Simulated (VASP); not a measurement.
# AlRu (Pm-3m) in VASP: settings compared

The runs below take AlRu through single point, with revPBE, PBE.

All numbers are computed with VASP 6.6.1; they aren't measurements. Logs are shortened: lines on timing, memory, paths and dates and some standing lists are left out, and cuts for length are marked.

## 1. The cell of the first run

Symmetry: Pm-3m, No. 221, cubic system. The conventional cell has a = 2.982 Å, b = 2.982 Å, c = 2.982 Å, α = 90.00°, β = 90.00°, γ = 90.00°. Within 3.4 Å of Al (site symmetry m-3m) lie 8 Ru at 2.58 Å and 6 Al at 2.98 Å. Ru (site symmetry m-3m) has 8 Al at 2.58 Å and 6 Ru at 2.98 Å within 3.4 Å.

## 2. Single point, revPBE

INCAR

```
  PREC = Accurate
  ENCUT = 520
  EDIFF = 1E-6
  ISMEAR = 0
  SIGMA = 0.27211386245988
  LREAL = F
  LASPH = T
  NELM = 60
  ALGO = Normal
  ISIF = 2
  LWAVE = F
  LCHARG = T
  GGA = RE
  LELF = T
  LVHAR = T
  ISYM = 0
  NBANDS = 16
```

KPOINTS

```
Automatic mesh
0
Gamma
  1 1 2
```

POSCAR

```
AlRu
1.0
    2.9824954400      0.0000000000      0.0000000000
    0.0000000000      2.9824954400      0.0000000000
    0.0000000000      0.0000000000      2.9824954400
Al Ru
1 1
Direct
    0.0000000000      0.0000000000      0.0000000000
    0.5000000000      0.5000000000      0.5000000000
```

Potentials or basis: VASP PAW PBE potentials, release 64 (Al, Ru_pv).

Started as:

```console
> cat potpaw_PBE.64/Al/POTCAR potpaw_PBE.64/Ru_pv/POTCAR > POTCAR
> mpirun -np 1 vasp_std > vasp.out
```

OUTCAR:

```text
PREC = Accurate
   ENCUT = 520
   EDIFF = 1E-6
   ISMEAR = 0
   LREAL = F
   LASPH = T
   NELM = 60
   ISIF = 2
   GGA = RE
   ISYM = 0

 ion  position               nearest neighbor table
   1  0.000  0.000  0.000-   2 2.58   2 2.58   2 2.58   2 2.58   2 2.58   2 2.58   2 2.58   2 2.58

   2  0.500  0.500  0.500-   1 2.58   1 2.58   1 2.58   1 2.58   1 2.58   1 2.58   1 2.58   1 2.58

IMPORTANT INFORMATION: All symmetrisations will be switched off!
NOSYMM: (Re-)initialisation of all symmetry stuff for point group C_1.

----------------------------------------------------------------------------------------

                                     Primitive cell

  volume of cell :      26.5301

  direct lattice vectors                    reciprocal lattice vectors
     2.982495440  0.000000000  0.000000000     0.335289700  0.000000000  0.000000000
     0.000000000  2.982495440  0.000000000     0.000000000  0.335289700  0.000000000
     0.000000000  0.000000000  2.982495440     0.000000000  0.000000000  0.335289700

  length of vectors
     2.982495440  2.982495440  2.982495440     0.335289700  0.335289700  0.335289700

  position of ions in fractional coordinates (direct lattice)
     0.000000000  0.000000000  0.000000000
     0.500000000  0.500000000  0.500000000

  ion indices of the primitive-cell ions
   primitive index   ion index
                 1           1
                 2           2

----------------------------------------------------------------------------------------

 KPOINTS: Automatic mesh

Automatic generation of k-mesh.
 Grid dimensions read from file:
 generate k-points for:    1    1    2

 Generating k-lattice:

  Cartesian coordinates                     Fractional coordinates (reciprocal lattice)
     0.335289700  0.000000000  0.000000000     1.000000000  0.000000000  0.000000000
     0.000000000  0.335289700  0.000000000     0.000000000  1.000000000  0.000000000
     0.000000000  0.000000000  0.167644850     0.000000000  0.000000000  0.500000000

  Length of vectors
     0.335289700  0.335289700  0.167644850

  Shift w.r.t. Gamma in fractional coordinates (k-lattice)
     0.000000000  0.000000000  0.000000000

 -----------------------------------------------------------------------------
|                                                                             |
|           W    W    AA    RRRRR   N    N  II  N    N   GGGG   !!!           |
|           W    W   A  A   R    R  NN   N  II  NN   N  G    G  !!!           |
|           W    W  A    A  R    R  N N  N  II  N N  N  G       !!!           |
|           W WW W  AAAAAA  RRRRR   N  N N  II  N  N N  G  GGG   !            |
|           WW  WW  A    A  R   R   N   NN  II  N   NN  G    G                |
|           W    W  A    A  R    R  N    N  II  N    N   GGGG   !!!           |
|                                                                             |
|     Your reciprocal lattice and k-lattice belong to different lattice       |
|     classes:                                                                |
|                                                                             |
|        The reciprocal lattice is simple cubic,                              |
|        whereas your k-lattice is simple tetragonal.                         |
|                                                                             |
|     Results are often still useful ...                                      |
|                                                                             |
 -----------------------------------------------------------------------------

 WARNING: IBZKPT: internal override: KBLOWUP is changed to .FALSE.
      ... skipping the blow-up phase ...

 Subroutine IBZKPT returns following result:
 ===========================================

 Found      2 irreducible k-points:

 Following reciprocal coordinates:
            Coordinates               Weight
  0.000000  0.000000  0.000000      1.000000
  0.000000  0.000000  0.500000      1.000000
   k-points           NKPTS =      2   k-points in BZ     NKDIM =      2   number of bands    NBANDS=     16
   number of dos      NEDOS =    301   number of ions     NIONS =      2
   total plane-waves  NPLWV =  13824
   dimension x,y,z NGX =    24 NGY =   24 NGZ =   24
   dimension x,y,z NGXF=    48 NGYF=   48 NGZF=   48
   ions per type =               1   1
   NGX,Y,Z   is equivalent  to a cutoff of  13.38, 13.38, 13.38 a.u.
   NGXF,Y,Z  is equivalent  to a cutoff of  26.76, 26.76, 26.76 a.u.
 SYSTEM =  unknown system
   PREC   = accura    normal or accurate (medium, high low for compatibility)
   ISTART =      0    job   : 0-new  1-cont  2-samecut
   ICHARG =      2    charge: 1-file 2-atom 10-const
   ISPIN  =      1    spin polarized calculation?
   LNONCOLLINEAR =      F non collinear calculations
   LSORBIT =      F    spin-orbit coupling
   LASPH  =      T    aspherical Exc in radial PAW
   ENCUT  =  520.0 eV  38.22 Ry    6.18 a.u.   5.55  5.55  5.55*2*pi/ulx,y,z
   NELM   =     60;   NELMIN=  2; NELMDL= -5     # of ELM steps
   EDIFF  = 0.1E-05   stopping-criterion for ELM
   LREAL  =      F    real-space projection
   EDIFFG = 0.1E-04   stopping-criterion for IOM
   NSW    =      0    number of steps for IOM
   IBRION =     -1    ionic relax: 0-MD 1-quasi-New 2-CG
   NFREE  =      0    steps in history (QN), initial steepest desc. (CG)
   ISIF   =      2    stress and relaxation
   ISYM   =      0    0-nonsym 1-usesym 2-fastsym
   POTIM  = 0.5000    time-step for ionic-motion
   TEBEG  =    0.0;   TEEND  =   0.0 temperature during run
   PSTRESS=    0.0 pullay stress
   NELECT =      17.0000    total number of electrons
   NUPDOWN=      -1.0000    fix difference up-down
   EMIN   =  10.00;   EMAX   =-10.00  energy-range for DOS
   EFERMI =   0.00;   METHOD = LEGACY
   ISMEAR =     0;   SIGMA  =   0.27  broadening in eV -4-tet -1-fermi 0-gaus
   EFERMI_NEDOS =   21; number of points for ismear=-14 and -15
   IALGO  =     38    algorithm
   IMIX   =      4    mixing-type and parameters
     AMIX     =   0.40;   BMIX     =  1.00
     AMIX_MAG =   1.60;   BMIX_MAG =  1.00
  volume/ion in A,a.u.               =      13.27        89.52
  Fermi-wavevector in a.u.,A,eV,Ry     =   1.411382  2.667126 27.102807  1.992000
  Thomas-Fermi vector in A             =   2.533239
   LORBIT       =      0    0 simple, 1 ext, 2 COOP (PROOUT), +10 PAW based schemes
   GGA     = RE    functional components
   LHFCALC =     F    Hartree Fock is set to
   AEXX    =    0.0000 exact exchange contribution
   IVDW    =     0    specifies the selected vdW correction
   LEPSILON=     F    determine dielectric tensor
   LRPA    =     F    only Hartree local field effects (RPA)
 non-spin polarized calculation
 Gauss-broadening in eV      SIGMA  =   0.27
  energy-cutoff  :      520.00
  volume of cell :       26.53
 maximum number of plane-waves:       739
 NGX is ok and might be reduce to    24
   NGX = 11   NGY = 11   NGZ = 11

 number of electron      16.9999996 magnetization

 Free energy of the ion-electron system (eV)
  ---------------------------------------------------
  ext. energy  EPLUGINS =         0.00000000
  ---------------------------------------------------
  free energy    TOTEN  =       -14.62449356 eV

  energy without entropy =      -14.45945543  energy(sigma->0) =      -14.54197449

 E-fermi :  12.7641     XC(G=0): -12.4392

 val. band max:       12.5464145265   @ k =   0.0000   0.0000   0.0000
 cond. band min:      12.8687263448   @ k =   0.0000   0.0000   0.5000
 fundamental gap:      0.3223118183
 Fermi energy:        12.7640552671

 k-point     1 :       0.0000    0.0000    0.0000
  band No.  band energies     occupation
      1     -28.9912      2.00000
      2     -28.8318      2.00000
      3     -28.8318      2.00000
      4       1.0871      2.00000
      5       8.1113      2.00000
      6       8.3863      2.00000
      7      12.4964      1.83578
      8      12.4964      1.83578
      9      12.5464      1.74199
     10      16.8655      0.00000
     11      16.8655      0.00000
     12      16.9485      0.00000
     13      21.9739      0.00000
     14      22.1517      0.00000
     15      25.8069      0.00000
     16      26.3011      0.00000

 k-point     2 :       0.0000    0.0000    0.5000
  band No.  band energies     occupation
      1     -29.2368      2.00000
      2     -28.8103      2.00000
      3     -28.8103      2.00000
      4       5.1675      2.00000
      5       5.2989      2.00000
      6       9.4227      2.00000
      7      10.3038      2.00000
      8      10.3038      2.00000
      9      12.8687      0.58645
     10      14.4757      0.00000
     11      18.0955      0.00000
     12      22.0779      0.00000
     13      22.0779      0.00000
     14      23.8271      0.00000
     15      23.8271      0.00000
     16      24.0932      0.00000

------------------------ aborting loop because EDIFF is reached ----------------------------------------

  FORCE on cell =-STRESS in cart. coord.  units (eV):
  Direction    XX          YY          ZZ          XY          YZ          ZX
  --------------------------------------------------------------------------------------
  -------------------------------------------------------------------------------------
  Total        3.3083253      3.3083965      3.2939135      0.0000003      0.0001178      0.0000412
  in kB      199.7926129    199.7969107    198.9222703      0.0000183      0.0071166      0.0024871
  external PRESSURE =     199.5039313 kB  Pullay stress =       0.0000000 kB

 VOLUME and BASIS-vectors are now :
 -----------------------------------------------------------------------------
  energy-cutoff  :      520.00
  volume of cell :       26.53
      direct lattice vectors                 reciprocal lattice vectors
     2.982495440  0.000000000  0.000000000     0.335289700  0.000000000  0.000000000
     0.000000000  2.982495440  0.000000000     0.000000000  0.335289700  0.000000000
     0.000000000  0.000000000  2.982495440     0.000000000  0.000000000  0.335289700

 POSITION                                       TOTAL-FORCE (eV/Angst)
 -----------------------------------------------------------------------------------
      0.00000      0.00000      0.00000        -0.000001      0.000000     -0.000000
      1.49125      1.49125      1.49125         0.000001     -0.000000      0.000000
 -----------------------------------------------------------------------------------
    total drift:                                0.000004     -0.000000      0.000001

  FREE ENERGIE OF THE ION-ELECTRON SYSTEM (eV)
  ---------------------------------------------------
  free  energy   TOTEN  =       -14.6244935585 eV

  energy  without entropy=      -14.4594554278  energy(sigma->0) =      -14.54197449
```

Run time: 2.3 s. Hardware: 1 thread of Intel Xeon 6975P-C, shared host; peak memory 0.13 GiB.

What came out:

```yaml
Free_energy: -14.6245 eV
Pressure: 20.0 GPa
```

Caveat: the k points lie up to 2.11 Å⁻¹ apart; the PAW data sets were made with another functional, which shifts forces and pressure a little.

## 3. Single point, PBE

INCAR

```
SYSTEM = AlRu
ALGO     = Normal         ! electronic algorithm
EDIFF    = 1E-6           ! SCF threshold, eV
ENCUT    = 520            ! plane-wave cutoff, eV
GGA      = PE             ! functional
ISIF     = 2              ! what is computed and relaxed
ISMEAR   = 1              ! smearing method
LASPH    = .True.         ! aspherical terms in the spheres
LCHARG   = .False.        ! write CHGCAR
LREAL    = .False.        ! projectors in reciprocal space
LWAVE    = .False.        ! write WAVECAR
NBANDS   = 16             ! bands
NELM     = 60             ! most SCF steps
PREC     = Accurate       ! precision mode
SIGMA    = 0.013          ! smearing width, eV
```

KPOINTS

```
k-points
0
Gamma
  2 2 2
  0 0 0
```

POSCAR is that of step 2.

Potentials or basis: VASP PAW PBE potentials, release 64 (Al, Ru_pv).

Started as:

```console
> cat potpaw_PBE.64/Al/POTCAR potpaw_PBE.64/Ru_pv/POTCAR > POTCAR
> mpirun -np 1 vasp_std > vasp.out
```

Run time: 2.4 s. Hardware: 1 thread of Intel Xeon 6975P-C, shared host; peak memory 0.13 GiB.

It converged, with:

```yaml
Free_energy: -13.5700 eV
Pressure: 12.4 GPa
```

Levels at points of the mesh, in eV from the Fermi level:
| k point | band 5 | band 6 | band 7 | band 8 | band 9 | band 10 | band 11 | band 12 | band 13 | band 14 |
| --- | --- | --- | --- | --- | --- | --- | --- | --- | --- | --- |
| (0.00, 0.00, 0.00) | -4.01 | -4.01 | -0.24 | -0.24 | -0.24 | 6.15 | 6.15 | 6.15 | 10.96 | 10.96 |
| (0.50, 0.00, 0.00) | -5.47 | -3.25 | -1.97 | -1.97 | 0.00 | 1.88 | 7.48 | 11.03 | 11.03 | 11.45 |
| (0.50, 0.50, 0.00) | -3.46 | -1.56 | -1.56 | -1.39 | -1.39 | 1.02 | 5.07 | 6.14 | 10.80 | 11.45 |
| (0.50, 0.50, 0.50) | -4.89 | -4.89 | 1.11 | 1.11 | 2.80 | 4.01 | 4.01 | 4.01 | 8.45 | 8.45 |

Caveat: the k points lie up to 1.05 Å⁻¹ apart.

## 4. Single point, PBE

This run uses another cell than the first one, of 14.46 Å³/atom, 1.090 times its volume.

INCAR

```
PREC = Accurate ; ENCUT = 520
EDIFF = 1E-7 ; ISMEAR = 1
SIGMA = 0.58 ; LREAL = False
LASPH = True ; NELM = 100
ALGO = Normal ; ISIF = 2
LWAVE = False ; LCHARG = True
GGA = PE ; LELF = True
LVHAR = True ; NELECT = 16.9
ISYM = 0 ; NBANDS = 16
```

KPOINTS

```
Automatic mesh
0
Gamma
  2 2 2
  0.35 0.62 0.3
```

POSCAR

```
AlRu
1.0
    3.0694127137      0.0000000000      0.0000000000
    0.0000000000      3.0694127137      0.0000000000
    0.0000000000      0.0000000000      3.0694127137
Al Ru
1 1
Direct
    0.0000000000      0.0000000000      0.0000000000
    0.5000000000      0.5000000000      0.5000000000
```

Potentials or basis: VASP PAW PBE potentials, release 64 (Al, Ru_pv).

Started as:

```console
> cat potpaw_PBE.64/Al/POTCAR potpaw_PBE.64/Ru_pv/POTCAR > POTCAR
> mpirun -np 1 vasp_std > vasp.out
```

OUTCAR:

```text
PREC = Accurate
   ENCUT = 520
   EDIFF = 1E-7
   ISMEAR = 1
   LREAL = False
   LASPH = True
   NELM = 100
   ISIF = 2
   GGA = PE
   NELECT = 16.9
   ISYM = 0

 ion  position               nearest neighbor table
   1  0.000  0.000  0.000-   2 2.66   2 2.66   2 2.66   2 2.66   2 2.66   2 2.66   2 2.66   2 2.66

   2  0.500  0.500  0.500-   1 2.66   1 2.66   1 2.66   1 2.66   1 2.66   1 2.66   1 2.66   1 2.66

IMPORTANT INFORMATION: All symmetrisations will be switched off!
NOSYMM: (Re-)initialisation of all symmetry stuff for point group C_1.

----------------------------------------------------------------------------------------

                                     Primitive cell

  volume of cell :      28.9178

  direct lattice vectors                    reciprocal lattice vectors
     3.069412714  0.000000000  0.000000000     0.325795223  0.000000000  0.000000000
     0.000000000  3.069412714  0.000000000     0.000000000  0.325795223  0.000000000
     0.000000000  0.000000000  3.069412714     0.000000000  0.000000000  0.325795223

  length of vectors
     3.069412714  3.069412714  3.069412714     0.325795223  0.325795223  0.325795223

[... 131 lines left out ...]
 cond. band min:       9.1995114749   @ k =   0.1900   0.3250   0.3500
 fundamental gap:      0.0573527860
 Fermi energy:         9.1963752314

 k-point     1 :       0.1750   -0.1900    0.1500
  band No.  band energies     occupation
      1     -32.1547      2.00000
      2     -32.1471      2.00000
      3     -32.1360      2.00000
      4       1.9743      2.00000
      5       6.9726      2.00000
      6       6.9948      2.00000
[... 433 lines left out ...]
      3     -32.1360      2.00000
      4       1.9743      2.00000
      5       6.9726      2.00000
      6       6.9948      2.00000
[... 8 lines left out ...]
     15      22.3173      0.00000
     16      23.5901      0.00000

 [... further k-points ...]

------------------------ aborting loop because EDIFF is reached ----------------------------------------

  FORCE on cell =-STRESS in cart. coord.  units (eV):
  Direction    XX          YY          ZZ          XY          YZ          ZX
  --------------------------------------------------------------------------------------
  -------------------------------------------------------------------------------------
  Total       -3.4761412     -3.4761412     -3.4761415      0.0000002     -0.0000011     -0.0000015
  in kB     -192.5937205   -192.5937240   -192.5937369      0.0000133     -0.0000617     -0.0000846
  external PRESSURE =    -192.5937271 kB  Pullay stress =       0.0000000 kB

 VOLUME and BASIS-vectors are now :
 -----------------------------------------------------------------------------
  energy-cutoff  :      520.00
  volume of cell :       28.92
      direct lattice vectors                 reciprocal lattice vectors
     3.069412714  0.000000000  0.000000000     0.325795223  0.000000000  0.000000000
     0.000000000  3.069412714  0.000000000     0.000000000  0.325795223  0.000000000
     0.000000000  0.000000000  3.069412714     0.000000000  0.000000000  0.325795223

 POSITION                                       TOTAL-FORCE (eV/Angst)
 -----------------------------------------------------------------------------------
      0.00000      0.00000      0.00000        -0.000000      0.000000      0.000000
      1.53471      1.53471      1.53471         0.000000     -0.000000     -0.000000
 -----------------------------------------------------------------------------------
    total drift:                                0.000000     -0.000001     -0.000000

  FREE ENERGIE OF THE ION-ELECTRON SYSTEM (eV)
  ---------------------------------------------------
  free  energy   TOTEN  =       -15.2418833969 eV

  energy  without entropy=      -15.0862964836  energy(sigma->0) =      -15.19002109
```

stdout:

```text
POSCAR found type information on POSCAR AlRu
 POSCAR found :  2 types and       2 ions
 scaLAPACK will be used
 LDA part: xc-table for (Slater+PW92), standard interpolation
 POSCAR, INCAR and KPOINTS ok, starting setup
 FFT: planning ... GRIDC
 FFT: planning ... GRID_SOFT
 FFT: planning ... GRID
 WAVECAR not read
 entering main loop
 the old and the new charge density differ
 old charge density:    17.00000 new   16.90000
    0.100E+01
```

Wall time 29 s (1 thread of Intel Xeon 6975P-C, shared host); peak memory 0.2 GiB.

Results:

```yaml
Free_energy: -15.2419 eV
```

Caveat: the k points lie up to 1.02 Å⁻¹ apart; the cell carries a net charge on a neutralising background, which shifts energy and pressure; the cell is charged against a uniform background, so pressure and absolute levels hang on convention.
